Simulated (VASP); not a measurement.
# Pt (I4/mmm) in VASP: further runs, part 2 of 2

VASP 6.6.1.

## Step 4: Single point, PBE (13.76 Å³/atom)

This run uses another cell than the first one, of 13.76 Å³/atom.

INCAR

```
SYSTEM = Pt
ALGO = Fast
EDIFF = 1E-6
ENCUT = 520
GGA = PE
ISIF = 2
ISMEAR = 0
LASPH = .True.
LCHARG = .True.
LELF = .True.
LREAL = .False.
LVHAR = .True.
LWAVE = .False.
NBANDS = 11
NELM = 100
PREC = Accurate
SIGMA = 0.15
```

KPOINTS

```
k-points
0
Gamma
  22 22 22
  0 0 0
```

POSCAR

```
Pt
1.0
    0.0000000000      2.1634306758      1.4704838303
    2.1634306758      0.0000000000      1.4704838303
    2.1634306758      2.1634306758      0.0000000000
Pt
1
Direct
    0.0000000000      0.0000000000      0.0000000000
```

Potentials or basis: VASP PAW PBE potentials, release 64 (Pt).

On the command line:

```bash
> cat potpaw_PBE.64/Pt/POTCAR > POTCAR
> mpirun -np 1 vasp_std > vasp.out
```

OUTCAR:

```text
SYSTEM = Pt
   EDIFF = 1E-6
   ENCUT = 520
   GGA = PE
   ISIF = 2
   ISMEAR = 0
   LASPH = .True.
   LREAL = .False.
   NELM = 100
   PREC = Accurate

 ion  position               nearest neighbor table
   1  0.000  0.000  0.000-

  LATTYP: Found a body centered tetragonal cell.
 ALAT       =     3.0595530030
 C/A-ratio  =     0.9612409583

  Lattice vectors:

 A1 = (   0.0000000000,  -2.1634306758,  -1.4704838303)
[... 509 lines left out ...]
      1       4.9537      2.00000
      2       6.7571      2.00000
      3      11.1186      2.00000
      4      11.3973      2.00000
      5      13.3331      0.00000
      6      14.0494      0.00000
      7      21.1467      0.00000
      8      26.2966      0.00000
      9      29.6836      0.00000
     10      37.7070      0.00000
     11      39.7131      0.00000

 [... further k-points ...]
[... 5 lines left out ...]
  --------------------------------------------------------------------------------------
  -------------------------------------------------------------------------------------
  Total        4.2694149      4.2694149      3.8137718      0.0000000     -0.0000000     -0.0000000
  in kB      496.9385989    496.9385989    443.9040170      0.0000000     -0.0000000     -0.0000000
  external PRESSURE =     479.2604049 kB  Pullay stress =       0.0000000 kB

 VOLUME and BASIS-vectors are now :
 -----------------------------------------------------------------------------
  energy-cutoff  :      520.00
  volume of cell :       13.76
      direct lattice vectors                 reciprocal lattice vectors
     0.000000000  2.163430676  1.470483830    -0.231114408  0.231114408  0.340024140
     2.163430676  0.000000000  1.470483830     0.231114408 -0.231114408  0.340024140
     2.163430676  2.163430676  0.000000000     0.231114408  0.231114408 -0.340024140

 POSITION                                       TOTAL-FORCE (eV/Angst)
 -----------------------------------------------------------------------------------
      0.00000      0.00000      0.00000         0.000000     -0.000000     -0.000000
 -----------------------------------------------------------------------------------
    total drift:                                0.000000     -0.000000     -0.000000

  FREE ENERGIE OF THE ION-ELECTRON SYSTEM (eV)
  ---------------------------------------------------
  free  energy   TOTEN  =        -5.7472538018 eV

  energy  without entropy=       -5.7363333319  energy(sigma->0) =       -5.74179357
```

OSZICAR:

```text
N       E                     dE             d eps       ncg     rms          rms(c)
DAV:   1     0.408902220874E+02    0.40890E+02   -0.54197E+03 18660   0.854E+02
DAV:   2    -0.547931224004E+01   -0.46370E+02   -0.44626E+02 20989   0.182E+02
DAV:   3    -0.608544485201E+01   -0.60613E+00   -0.60384E+00 21727   0.197E+01
DAV:   4    -0.608769804002E+01   -0.22532E-02   -0.22530E-02 21432   0.140E+00
DAV:   5    -0.608771408920E+01   -0.16049E-04   -0.16050E-04 21871   0.108E-01    0.165E+01
RMM:   6    -0.580011570775E+01    0.28760E+00   -0.22284E-01 18523   0.413E+00    0.893E+00
RMM:   7    -0.575107038227E+01    0.49045E-01   -0.75342E-02 19465   0.254E+00    0.239E+00
RMM:   8    -0.574740167629E+01    0.36687E-02   -0.96174E-03 19955   0.895E-01    0.494E-01
RMM:   9    -0.574723771684E+01    0.16396E-03   -0.71341E-04 21719   0.232E-01    0.605E-02
RMM:  10    -0.574725075529E+01   -0.13038E-04   -0.11791E-04 22267   0.829E-02    0.588E-02
RMM:  11    -0.574725454258E+01   -0.37873E-05   -0.22707E-05 22910   0.346E-02    0.106E-02
RMM:  12    -0.574725380178E+01    0.74080E-06   -0.81801E-06 20439   0.230E-02
   1 F= -.57472538E+01 E0= -.57417936E+01  d E =-.109205E-01
```

Wall time 2.8 min (1 thread of Intel Xeon 8259CL, shared host); peak memory 0.24 GiB.

What came out:

- Free energy: -5.7473 eV
- Pressure: 47.9 GPa
- Band gap on the k mesh: zero (bands 5 and 6 overlap by 2.78 eV)

Stress tensor (GPa, compression positive):
```
49.69  0.00  0.00
 0.00 49.69  0.00
 0.00  0.00 44.39
```

Caveat: the stress differs along the axes, from 44 to 50 GPa; spin-orbit coupling is left out, which moves the levels of the heavy elements.

## Step 5: Summary

| cell | gap on the mesh (eV) | pressure (GPa) |
| --- | --- | --- |
| a = 2.835, b = 2.835, c = 3.316 Å, angles 54.2, 54.2, 71.6°, 1 atom | none | -18.6 |
| a = 2.616, b = 2.616, c = 2.982 Å, angles 55.3, 55.3, 69.5°, 1 atom | none | 47.9 |
| a = 2.616, b = 2.616, c = 3.060 Å, angles 54.2, 54.2, 71.6°, 1 atom | none | 47.9 |

Alike in all rows: task single point; level PBE; potentials or basis VASP PAW PBE potentials, release 64 (Pt); no spin polarisation; k mesh 22 × 22 × 22; cutoff (eV) 520; smearing gaussian 0.15 eV.

Caveats: spin-orbit coupling is left out, which moves the levels of the heavy elements; the cell stands under tension (at least some runs); the cell stands under pressure (at least some runs); the stress differs along the axes, from 44 to 50 GPa (at least some runs).

Total energies depend on the potentials used, so only differences within one code and one set of settings carry meaning.
